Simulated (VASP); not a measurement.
**NiO: single point with r2SCAN+U**

NiO:

```
CELL_PARAMETERS angstrom
0.00000 2.09791 2.09791
2.09791 0.00000 2.09791
2.09791 2.09791 0.00000
ATOMIC_POSITIONS crystal
Ni 0.00000 0.00000 0.00000
O 0.50000 0.50000 0.50000
```

```json
{"Program": "VASP 6.6.1", "Task": "single point", "Functional": "r2SCAN", "Potentials or basis": "VASP PAW PBE potentials, release 64 (Ni_sv_GW, O)", "Cutoff": "770 eV", "k mesh": "9 × 9 × 9", "Occupations": "fermi-dirac, width 0.1 eV", "Spin": "collinear spin, ferromagnetic start", "Starting moments": "[2.0, 0.0] μB", "Hubbard terms": "Ni d U = 3.1 eV"}
```

```json
{
 "Pressure": "0.3 GPa",
 "Band gap on the k mesh": "2.65 eV (least direct gap 3.43 eV)",
 "Net moment": "2.00 μB per cell",
 "Site moments": "Ni +1.78; O +0.19 μB",
 "Valence electrons inside the program's atomic spheres": "Ni 16.09; O 5.07"
}
```

Levels at points of the mesh, in eV from the valence-band top:
Spin up:
```tsv
k point	band 11	band 12	band 13	band 14	band 15	band 16
(0.00, 0.00, 0.00)	-2.02	-2.02	-2.02	2.65	19.17	19.74
```
Spin down:
| k point | band 7 | band 8 | band 9 | band 10 | band 11 | band 12 | band 13 | band 14 | band 15 | band 16 |
| --- | --- | --- | --- | --- | --- | --- | --- | --- | --- | --- |
| (0.00, 0.00, 0.00) | -2.85 | -2.85 | -1.55 | -1.55 | -1.55 | 2.68 | 2.69 | 3.18 | 19.26 | 20.07 |

Eigenvalues of the final occupation matrices:
```tsv
site	spin	trace	eigenvalues
site 1 d	1	4.75	0.94 0.94 0.94 0.97 0.97
site 1 d	2	2.99	0.10 0.10 0.93 0.93 0.93
```

It took 3.6 min on 1 thread of Intel(R) Xeon(R) Platinum 8375C CPU @ 2.90GHz (Ice Lake) (shared host), peak memory 0.22 GiB.

Caveat: the PAW data sets were made with another functional, which shifts forces and pressure a little; an odd mesh through Γ misses points on the zone boundary, where band edges can lie; a cell with one magnetic atom can't hold antiferromagnetic order, which such compounds often take. The state reached can hang on the start; a lower one may exist.
